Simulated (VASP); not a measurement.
Here is a VASP 6.6.1 calculation.

File INCAR:

```
PREC = Accurate
ENCUT = 520
EDIFF = 1E-6
ISMEAR = 0
SIGMA = 0.1
LREAL = False
LASPH = True
NELM = 60
ALGO = Fast
ISIF = 2
LWAVE = False
LCHARG = False
NBANDS = 12
```

Contents of KPOINTS:

```
Automatic mesh
0
Gamma
  8 8 8
```

Contents of POSCAR:

```
Ag
1.0
    0.0000000000      2.0675000000      2.0675000000
    2.0675000000      0.0000000000      2.0675000000
    2.0675000000      2.0675000000      0.0000000000
Ag
1
Direct
    0.0000000000      0.0000000000      0.0000000000
```

Potentials or basis: VASP PAW LDA potentials, release 64 (Ag).

Run with:

```console
$ cat potpaw_LDA.64/Ag/POTCAR > POTCAR
$ mpirun -np 1 vasp_std > vasp.out
```

Q: Predict the band gap on the k mesh.

A: Zero (an odd number of electrons rules out a gap without spin polarisation).

Q: Estimate the pressure.

A: -9.6 GPa.

Caveat: the cell stands under tension.
